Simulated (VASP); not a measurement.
# AlN (P1) in VASP: single point with PBE

Aim: the single point of AlN with PBE.

Everything below comes from runs of VASP 6.6.1. Logs are shortened: lines on timing, memory, paths and dates and some standing lists are left out, and cuts for length are marked.

## Step 1: The cell of the first run

The typed cell holds 16 atoms: a = 6.263 Å, b = 6.263 Å, c = 6.263 Å, α = 60.00°, β = 60.00°, γ = 60.00°.

## Step 2: Single point, PBE

The input, INCAR:

```
  ALGO = Normal
  EDIFF = 1E-6
  ENCUT = 520
  GGA = PE
  ISIF = 2
  ISMEAR = -1
  LASPH = True
  LCHARG = False
  LREAL = Auto
  LWAVE = False
  NBANDS = 46
  NELM = 80
  PREC = Accurate
  SIGMA = 0.052
```

The input, KPOINTS:

```
k-points
0
Gamma
  4 4 4
```

The input, POSCAR:

```
AlN
1.0
    0.0000000000      4.4288840000      4.4288840000
    4.4288840000      0.0000000000      4.4288840000
    4.4288840000      4.4288840000      0.0000000000
Al N
8 8
Direct
   -0.0229642501      0.0171752071      0.0178627392
    0.0078414788     -0.0097236685      0.5054040702
    0.0113897767      0.4995350973     -0.0063194249
   -0.0013892890      0.4895777356      0.5138773109
    0.5183844282     -0.0278026022     -0.0049248298
    0.4852253976     -0.0066269516      0.5130053079
    0.4914426524      0.5035802473     -0.0124048180
    0.5152135391      0.4913784150      0.4907814248
    0.1450491817      0.1274061366      0.1139465382
    0.1227064199      0.1242844699      0.6356692792
    0.1058534159      0.6477170095      0.1121717119
    0.1326427831      0.6211793987      0.6038964895
    0.6066528272      0.1266461258      0.1458640597
    0.6416582597      0.0937367066      0.6285303476
    0.6467785112      0.5893238568      0.1231298901
    0.6164873589      0.6297085225      0.6215337769
```

Potentials or basis: VASP PAW PBE potentials, release 64 (Al, N).

The run is started by

```bash
$ cat potpaw_PBE.64/Al/POTCAR potpaw_PBE.64/N/POTCAR > POTCAR
$ mpirun -np 1 vasp_std > vasp.out
```

OUTCAR:

```text
EDIFF = 1E-6
   ENCUT = 520
   GGA = PE
   ISIF = 2
   ISMEAR = -1
   LASPH = True
   LREAL = Auto
   NELM = 80
   PREC = Accurate

 ion  position               nearest neighbor table
   1  0.977  0.017  0.018-  13 1.90  11 1.90   9 1.93  10 1.96   7 3.05   3 3.06   4 3.06   2 3.07
                             6 3.09   5 3.10   6 3.18   5 3.19   2 3.20   4 3.21   3 3.22   7 3.22
   2  0.008  0.990  0.505-  14 1.88  12 1.89  10 1.94   9 2.00   6 3.02   3 3.07   5 3.07   1 3.07
                             8 3.11   4 3.13   4 3.14   8 3.15   3 3.20   5 3.20   1 3.20   6 3.24
   3  0.011  0.500  0.994-  11 1.85  15 1.87   9 1.90  12 2.00   7 3.00   5 3.03   1 3.06   2 3.07
                             4 3.08   8 3.11   8 3.15   4 3.19   2 3.20   1 3.22   5 3.24   7 3.26
   4  0.999  0.490  0.514-  12 1.83  10 1.87  16 1.96  11 2.06   1 3.06   7 3.08   3 3.08   6 3.08
                             8 3.10   2 3.13   2 3.14   8 3.17   6 3.19   3 3.19   7 3.20   1 3.21
   5  0.518  0.972  0.995-  14 1.87   9 1.92  15 1.96  13 2.03   3 3.03   7 3.05   8 3.06   6 3.06
                             2 3.07   1 3.10   1 3.19   2 3.20   8 3.21   6 3.21   7 3.22   3 3.24
   6  0.485  0.993  0.513-  10 1.86  16 1.86  13 1.88  14 1.91   7 3.02   2 3.02   5 3.06   4 3.08
                             1 3.09   8 3.12   8 3.15   1 3.18   4 3.19   5 3.21   2 3.24   7 3.24
   7  0.491  0.504  0.988-  16 1.87  13 1.94  15 1.94  11 1.97   3 3.00   6 3.02   5 3.05   1 3.05
                             4 3.08   8 3.08   8 3.19   4 3.20   5 3.22   1 3.22   6 3.24   3 3.26
   8  0.515  0.491  0.491-  15 1.89  16 1.90  12 1.96  14 2.03   5 3.06   7 3.08   4 3.10   3 3.11
                             2 3.11   6 3.12   6 3.15   2 3.15   3 3.15   4 3.17   7 3.19   5 3.21
   9  0.145  0.127  0.114-   3 1.90   5 1.92   1 1.93   2 2.00
  10  0.123  0.124  0.636-   6 1.86   4 1.87   2 1.94   1 1.96
  11  0.106  0.648  0.112-   3 1.85   1 1.90   7 1.97   4 2.06
  12  0.133  0.621  0.604-   4 1.83   2 1.89   8 1.96   3 2.00
  13  0.607  0.127  0.146-   6 1.88   1 1.90   7 1.94   5 2.03
  14  0.642  0.094  0.629-   5 1.87   2 1.88   6 1.91   8 2.03
  15  0.647  0.589  0.123-   3 1.87   8 1.89   7 1.94   5 1.96
  16  0.616  0.630  0.622-   6 1.86   7 1.87   8 1.90   4 1.96

  LATTYP: Found a face centered cubic cell.
 ALAT       =     8.8577680000

  Lattice vectors:

 A1 = (   0.0000000000,   4.4288840000,   4.4288840000)
 A2 = (   4.4288840000,   0.0000000000,   4.4288840000)
 A3 = (   4.4288840000,   4.4288840000,   0.0000000000)

Analysis of symmetry for initial positions (statically):
=====================================================================
 Subroutine PRICEL returns:
 Original cell was already a primitive cell.

 Routine SETGRP: Setting up the symmetry group for a
 face centered cubic supercell.

 Subroutine GETGRP returns: Found  1 space group operations
 (whereof  1 operations were pure point group operations)
 out of a pool of 48 trial point group operations.

The static configuration has the point symmetry C_1 .

Analysis of symmetry for dynamics (positions and initial velocities):
=====================================================================
 Subroutine PRICEL returns:
 Original cell was already a primitive cell.

 Routine SETGRP: Setting up the symmetry group for a
 face centered cubic supercell.

 Subroutine GETGRP returns: Found  1 space group operations
 (whereof  1 operations were pure point group operations)
 out of a pool of 48 trial point group operations.

The dynamic configuration has the point symmetry C_1 .

 Subroutine INISYM returns: Found  1 space group operations
 (whereof  1 operations are pure point group operations),
 and found     1 'primitive' translations

----------------------------------------------------------------------------------------

                                     Primitive cell

  volume of cell :     173.7452

  direct lattice vectors                    reciprocal lattice vectors
     0.000000000  4.428884000  4.428884000    -0.112895258  0.112895258  0.112895258
     4.428884000  0.000000000  4.428884000     0.112895258 -0.112895258  0.112895258
     4.428884000  4.428884000  0.000000000     0.112895258  0.112895258 -0.112895258

  length of vectors
     6.263387819  6.263387819  6.263387819     0.195540322  0.195540322  0.195540322

  position of ions in fractional coordinates (direct lattice)
     0.977035750  0.017175207  0.017862739
     0.007841479  0.990276331  0.505404070
     0.011389777  0.499535097  0.993680575
     0.998610711  0.489577736  0.513877311
     0.518384428  0.972197398  0.995075170
     0.485225398  0.993373048  0.513005308
[... 8 lines left out ...]
     0.646778511  0.589323857  0.123129890
     0.616487359  0.629708523  0.621533777

  ion indices of the primitive-cell ions
   primitive index   ion index
                 1           1
                 2           2
                 3           3
                 4           4
                 5           5
                 6           6
[... 8 lines left out ...]
                15          15
                16          16

----------------------------------------------------------------------------------------

 KPOINTS: k-points

Automatic generation of k-mesh.
 Grid dimensions read from file:
 generate k-points for:    4    4    4

 Generating k-lattice:

  Cartesian coordinates                     Fractional coordinates (reciprocal lattice)
    -0.028223814  0.028223814  0.028223814     0.250000000  0.000000000  0.000000000
     0.028223814 -0.028223814  0.028223814     0.000000000  0.250000000  0.000000000
     0.028223814  0.028223814 -0.028223814     0.000000000  0.000000000  0.250000000

  Length of vectors
     0.048885081  0.048885081  0.048885081

  Shift w.r.t. Gamma in fractional coordinates (k-lattice)
     0.000000000  0.000000000  0.000000000

 Subroutine IBZKPT returns following result:
 ===========================================

 Found     36 irreducible k-points:

 Following reciprocal coordinates:
            Coordinates               Weight
  0.000000  0.000000  0.000000      1.000000
  0.250000  0.000000  0.000000      2.000000
  0.000000  0.250000  0.000000      2.000000
  0.000000  0.000000  0.250000      2.000000
  0.250000  0.250000  0.250000      2.000000
  0.500000  0.000000  0.000000      1.000000
[... 16 lines left out ...]
  0.250000  0.500000  0.500000      2.000000
  0.500000  0.000000  0.250000      2.000000
 [... further k-points ...]
   k-points           NKPTS =     36   k-points in BZ     NKDIM =     36   number of bands    NBANDS=     46
   number of dos      NEDOS =    301   number of ions     NIONS =     16
   total plane-waves  NPLWV = 110592
   dimension x,y,z NGX =    48 NGY =   48 NGZ =   48
   dimension x,y,z NGXF=    96 NGYF=   96 NGZF=   96
   ions per type =               8   8
   NGX,Y,Z   is equivalent  to a cutoff of  12.74, 12.74, 12.74 a.u.
   NGXF,Y,Z  is equivalent  to a cutoff of  25.48, 25.48, 25.48 a.u.
 SYSTEM =  unknown system
   PREC   = accura    normal or accurate (medium, high low for compatibility)
   ISTART =      0    job   : 0-new  1-cont  2-samecut
   ICHARG =      2    charge: 1-file 2-atom 10-const
   ISPIN  =      1    spin polarized calculation?
   LNONCOLLINEAR =      F non collinear calculations
   LSORBIT =      F    spin-orbit coupling
   LASPH  =      T    aspherical Exc in radial PAW
   ENCUT  =  520.0 eV  38.22 Ry    6.18 a.u.  11.65 11.65 11.65*2*pi/ulx,y,z
   NELM   =     80;   NELMIN=  2; NELMDL= -5     # of ELM steps
   EDIFF  = 0.1E-05   stopping-criterion for ELM
   LREAL  =      T    real-space projection
   EDIFFG = 0.1E-04   stopping-criterion for IOM
   NSW    =      0    number of steps for IOM
   IBRION =     -1    ionic relax: 0-MD 1-quasi-New 2-CG
   NFREE  =      0    steps in history (QN), initial steepest desc. (CG)
   ISIF   =      2    stress and relaxation
   ISYM   =      2    0-nonsym 1-usesym 2-fastsym
   POTIM  = 0.5000    time-step for ionic-motion
   TEBEG  =    0.0;   TEEND  =   0.0 temperature during run
   PSTRESS=    0.0 pullay stress
   NELECT =      64.0000    total number of electrons
   NUPDOWN=      -1.0000    fix difference up-down
   EMIN   =  10.00;   EMAX   =-10.00  energy-range for DOS
   EFERMI =   0.00;   METHOD = LEGACY
   ISMEAR =    -1;   SIGMA  =   0.05  broadening in eV -4-tet -1-fermi 0-gaus
   EFERMI_NEDOS =   21; number of points for ismear=-14 and -15
   IALGO  =     38    algorithm
   IMIX   =      4    mixing-type and parameters
     AMIX     =   0.40;   BMIX     =  1.00
     AMIX_MAG =   1.60;   BMIX_MAG =  1.00
  volume/ion in A,a.u.               =      10.86        73.28
  Fermi-wavevector in a.u.,A,eV,Ry     =   1.173538  2.217665 18.737829  1.377192
  Thomas-Fermi vector in A             =   2.309950
   LORBIT       =      0    0 simple, 1 ext, 2 COOP (PROOUT), +10 PAW based schemes
   GGA     = PE    functional components
   LHFCALC =     F    Hartree Fock is set to
   AEXX    =    0.0000 exact exchange contribution
   IVDW    =     0    specifies the selected vdW correction
   LEPSILON=     F    determine dielectric tensor
   LRPA    =     F    only Hartree local field effects (RPA)
 non-spin polarized calculation
  energy-cutoff  :      520.00
  volume of cell :      173.75
 maximum number of plane-waves:      4720
 NGX is ok and might be reduce to    48
   NGX = 23   NGY = 23   NGZ = 23

 number of electron      64.0000003 magnetization

 Free energy of the ion-electron system (eV)
  ---------------------------------------------------
  ext. energy  EPLUGINS =         0.00000000
  ---------------------------------------------------
  free energy    TOTEN  =      -117.77552230 eV

  energy without entropy =     -117.77552230  energy(sigma->0) =     -117.77552230

 E-fermi :   6.9395     XC(G=0): -10.7600

 val. band max:        5.7534200505   @ k =   0.0000   0.0000   0.0000
 cond. band min:       8.7621057031   @ k =   0.0000   0.0000   0.0000
 fundamental gap:      3.0086856526
 Fermi energy:         6.9394781249

 k-point     1 :       0.0000    0.0000    0.0000
  band No.  band energies     occupation
      1      -9.1812      2.00000
      2      -7.3750      2.00000
      3      -7.3670      2.00000
      4      -7.1790      2.00000
      5      -7.1053      2.00000
      6      -6.6946      2.00000
[... 1117 lines left out ...]
     43      14.7506      0.00000
     44      15.1269      0.00000

 [... further k-points ...]

 [bands above 44 left out]

------------------------ aborting loop because EDIFF is reached ----------------------------------------

  FORCE on cell =-STRESS in cart. coord.  units (eV):
  Direction    XX          YY          ZZ          XY          YZ          ZX
  --------------------------------------------------------------------------------------
  -------------------------------------------------------------------------------------
  Total       -3.5653885     -3.1462386     -2.2124272     -0.1142966      0.7806139      0.6076802
  in kB      -32.8779344    -29.0127789    -20.4017143     -1.0539770      7.1983660      5.6036722
  external PRESSURE =     -27.4308092 kB  Pullay stress =       0.0000000 kB

 VOLUME and BASIS-vectors are now :
 -----------------------------------------------------------------------------
  energy-cutoff  :      520.00
  volume of cell :      173.75
      direct lattice vectors                 reciprocal lattice vectors
     0.000000000  4.428884000  4.428884000    -0.112895258  0.112895258  0.112895258
     4.428884000  0.000000000  4.428884000     0.112895258 -0.112895258  0.112895258
     4.428884000  4.428884000  0.000000000     0.112895258  0.112895258 -0.112895258

 POSITION                                       TOTAL-FORCE (eV/Angst)
 -----------------------------------------------------------------------------------
      0.15518      4.40629      4.40325        -0.803534      0.389759      0.242692
      6.62420      2.27311      4.42055        -0.540996     -0.468925      0.663869
      6.61328      4.45134      2.26283        -0.785124     -0.127930     -0.078398
      4.44419      6.69863      6.59101        -0.676300     -1.765602      0.593905
      8.71282      6.70294      6.60161         1.303966      0.252150      0.071658
      6.67158      4.42105      6.54854        -0.065046      0.143056      1.094088
[... 8 lines left out ...]
      3.15538      3.40983      5.47455         0.948529     -1.212061      0.416943
      5.54161      5.48305      5.51926        -0.935722      0.684489     -0.432617
 -----------------------------------------------------------------------------------
    total drift:                               -0.000083     -0.003484     -0.002535

  FREE ENERGIE OF THE ION-ELECTRON SYSTEM (eV)
  ---------------------------------------------------
  free  energy   TOTEN  =      -117.7755222963 eV

  energy  without entropy=     -117.7755222962  energy(sigma->0) =     -117.77552230
```

It took 4.4 min on 1 thread of Intel Xeon 6975P-C (Granite Rapids), shared host; peak memory 0.4 GiB.

Results:

| Item | Value |
| --- | --- |
| Free energy | -117.7755 eV |
| Pressure | -2.7 GPa |
| Largest force | 1.982 eV/Å |
| Band gap on the k mesh | 3.01 eV |

Forces in eV/Å, atoms in the order of the input:
```
Al  -0.804  0.390  0.243
Al  -0.541 -0.469  0.664
Al  -0.785 -0.128 -0.078
Al  -0.676 -1.766  0.594
Al   1.304  0.252  0.072
Al  -0.065  0.143  1.094
Al   0.822  0.774 -0.934
Al  -0.315 -0.052 -1.165
N    0.233  0.236 -1.045
N    0.220 -0.603 -0.873
N   -0.030  1.679 -0.069
N    0.812  1.620  0.473
N   -1.197 -0.886  0.299
N    1.009 -0.662  0.742
N    0.949 -1.212  0.417
N   -0.936  0.684 -0.433
```

Stress tensor (GPa, compression positive):
```
-3.29 -0.11  0.56
-0.11 -2.90  0.72
 0.56  0.72 -2.04
```

Levels at points of the mesh, in eV from the valence-band top:
| k point | band 28 | band 29 | band 30 | band 31 | band 32 | band 33 | band 34 | band 35 | band 36 | band 37 |
| --- | --- | --- | --- | --- | --- | --- | --- | --- | --- | --- |
| (0.00, 0.00, 0.00) | -0.51 | -0.48 | -0.14 | -0.03 | 0.00 | 3.01 | 3.15 | 3.35 | 3.60 | 6.63 |
| (0.50, 0.00, 0.00) | -1.06 | -0.56 | -0.40 | -0.29 | -0.11 | 5.25 | 5.36 | 5.41 | 5.51 | 5.59 |
| (0.00, 0.50, 0.00) | -1.14 | -0.48 | -0.42 | -0.29 | -0.19 | 5.32 | 5.45 | 5.46 | 5.56 | 5.67 |
| (0.00, 0.00, 0.50) | -1.07 | -0.62 | -0.50 | -0.29 | -0.19 | 5.29 | 5.43 | 5.47 | 5.53 | 5.66 |
| (0.50, 0.50, 0.50) | -1.20 | -0.46 | -0.39 | -0.29 | -0.22 | 5.27 | 5.41 | 5.48 | 5.50 | 5.65 |
| (0.50, 0.50, 0.00) | -0.97 | -0.71 | -0.62 | -0.52 | -0.43 | 5.37 | 5.54 | 5.59 | 5.85 | 7.14 |
| (0.00, 0.50, 0.50) | -0.98 | -0.70 | -0.60 | -0.53 | -0.48 | 5.43 | 5.51 | 5.76 | 5.81 | 7.12 |
| (0.50, 0.00, 0.50) | -0.98 | -0.72 | -0.61 | -0.58 | -0.46 | 5.37 | 5.51 | 5.77 | 5.81 | 7.12 |

Caveat: the atoms stand as in a frame of molecular dynamics; the structure was generated, so it needn't be the stable form of AlN; forces of over 1 eV/Å act on the atoms, so gaps and moduli don't describe the material at rest.
